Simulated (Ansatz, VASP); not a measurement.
# One calculation of Ti, two programs

```
Ti
1.0
     2.93908    0.00000    0.00000
    -1.46954    2.54531    0.00000
     0.00000    0.00000    4.65599
Ti
2
Direct
  0.33333 0.66667 0.25000
  0.66667 0.33333 0.75000
```

Alike in both runs: task single point; functional PBE; k mesh 12 × 12 × 7; occupations gaussian, width 0.1 eV; no spin polarisation.

```csv
,VASP,Ansatz
version,VASP 6.6.1,Ansatz 0.2.0
potentials or method,"VASP PAW PBE potentials, release 64 (Ti_sv), cutoff 520 eV","plane waves (420 eV) with PAW, scalar-relativistic"
valence electrons in the cell,24,24
```

|  | VASP | Ansatz | Ansatz less VASP |
| --- | --- | --- | --- |
| pressure (GPa) | -0.4 | -0.1 | +0.28 |
| traceless stress, the component that is largest in VASP (GPa) | -0.12 | -0.12 | 0.000 |

The functional is the same, so the differences come from potentials, cutoffs and numerics.
